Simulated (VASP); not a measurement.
Here is a VASP 6.6.1 calculation.

File INCAR:

```
SYSTEM = CaSe
ALGO = Normal
EDIFF = 1E-7
ENCUT = 520
GGA = PS
ISIF = 2
ISMEAR = 0
LASPH = .TRUE.
LCHARG = .FALSE.
LREAL = .FALSE.
LWAVE = .FALSE.
NBANDS = 15
NELM = 80
PREC = Accurate
SIGMA = 0.01
```

KPOINTS

```
k-points
0
G
  8 8 8
  0 0 0
```

File POSCAR:

```
CaSe
1.0
    2.9931395951      2.9931395951      0.0000000000
   -2.9931395951      2.9931395951      0.0000000000
    0.0000000000      2.9931395951      2.8992371764
Ca Se
1 1
Direct
    0.0000000000      0.0000000000      0.0000000000
    0.5000000000      0.5000000000      0.0000000000
```

Potentials or basis: VASP PAW PBE potentials, release 64 (Ca_sv, Se).

The run is started by

```console
$ cat potpaw_PBE.64/Ca_sv/POTCAR potpaw_PBE.64/Se/POTCAR > POTCAR
$ mpirun -np 1 vasp_std > vasp.out
```

(1) Predict the pressure.

(2) Estimate the band gap on the k mesh.

## Answers

(1) -1.1 GPa.

(2) 1.91 eV, indirect (least direct gap 2.81 eV).

Caveat: the cell differs from its parent crystal (in-plane strain +0.02); the PAW data sets were made with another functional, which shifts forces and pressure a little.
